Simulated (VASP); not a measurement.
The system is TbBe2H2.

```
Tb Be H
1.0
     4.38712    0.00000    0.00000
    -2.19356    3.79935    0.00000
     0.00000    0.00000    3.79877
Tb Be H
1 2 2
Cartesian
  0.0000 0.0000 1.8994
  0.0000 2.5329 0.0000
  2.1936 1.2665 0.0000
  0.0000 2.5329 1.8994
  2.1936 1.2665 1.8994
```

The cell was generated, and may not be a known phase.

```yaml
Program: VASP 6.6.1
Task: relaxation of cell and atoms
Functional: PBE
Potentials_or_basis: VASP PAW PBE potentials, release 64 (Tb_3, Be, H), 4f in core
Cutoff: 600 eV
k_mesh: 6 × 6 × 4
Occupations: gaussian, width 0.1 eV
Spin: no spin polarisation
```

At the start: pressure -15.5 GPa; volume 12.66 Å³/atom.

Q: Where does the relaxation end?

A: Over 5 steps the energy falls by 161.0 meV/atom and the volume is 9.90 Å³/atom (-21.9 %); space group P6/mmm (No. 191, to 0.1 Å) before and after.

Step by step:
```
step  energy change (eV)  largest force (eV/Å)  pressure (GPa)  volume (Å³)
   1              0.0000                0.0000          -15.45        63.32
   2             -0.7452                0.0000           -5.57        52.77
   3             -0.8034                0.0000           -0.74        49.89
   4             -0.8041                0.0000            0.07        49.49
   5             -0.8048                0.0000            0.10        49.48
```

Final structure:
```
CELL_PARAMETERS angstrom
4.04451 0.00000 0.00000
-2.02226 3.50265 0.00000
0.00000 0.00000 3.49242
ATOMIC_POSITIONS crystal
Tb 0.00000 0.00000 0.50000
Be 0.33333 0.66667 0.00000
Be 0.66667 0.33333 0.00000
H 0.33333 0.66667 0.50000
H 0.66667 0.33333 0.50000
```

Caveat: the k points lie up to 0.45 Å⁻¹ apart in the final cell, too coarse for converged energies and pressures of a metal; the volume moved by over 15 % at a fixed basis, so the end points are rough.
